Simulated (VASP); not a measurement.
Write the native input for VASP 6.6.1 that does the following.

```
Task                   : single point
Functional             : LDA
Potentials or basis    : VASP PAW LDA potentials, release 64 (Ta_pv, S)
Cutoff                 : 520 eV
k mesh                 : 8 × 8 × 1
Occupations            : gaussian, width 0.1 eV
Spin                   : no spin polarisation
Dipole correction      : yes
Further INCAR settings : ALGO = Normal; EDIFF = 1e-06; NBANDS = 33
```

The structure of Ta4S lies in POSCAR:

```
Ta4S
1.0
    3.2528501163      0.0000000000      0.0000000000
    0.0000000000      3.2528501163      0.0000000000
    0.0000000000      0.0000000000     20.2133955625
Ta S
4 1
Direct
    0.5000000000      0.5000000000      0.1978885728
    0.0000000000      0.0000000000      0.2783513062
    0.5000000000      0.5000000000      0.3580225063
   -0.2073620151     -0.0897980811      0.4546260785
    0.2500000000      0.3750000000      0.5039209171
```

The input as run:

INCAR

```
PREC = Accurate
ENCUT = 520
EDIFF = 1E-6
ISMEAR = 0
SIGMA = 0.1
LREAL = False
LASPH = True
NELM = 100
ALGO = Normal
ISIF = 2
LWAVE = False
LCHARG = False
LDIPOL = True
IDIPOL = 3
DIPOL = 0.5 0.5 0.359
GGA = CA
NBANDS = 33
```

KPOINTS

```
regular mesh
0
Gamma
  8 8 1
```

Potentials or basis: VASP PAW LDA potentials, release 64 (Ta_pv, S).

The run is started by

```console
$ cat potpaw_LDA.64/Ta_pv/POTCAR potpaw_LDA.64/S/POTCAR > POTCAR
$ mpirun -np 1 vasp_std > vasp.out
```

It gave:

```yaml
Largest_force: 2.407 eV/Å
Band_gap_on_the_k_mesh: zero (bands 25 and 26 overlap by 0.48 eV)
```

Caveat: spin-orbit coupling is left out, which moves the levels of the heavy elements.

It took 3.1 min on 1 thread of Intel(R) Xeon(R) 6975P-C (Granite Rapids), with other jobs on the host, peak memory 0.34 GiB.
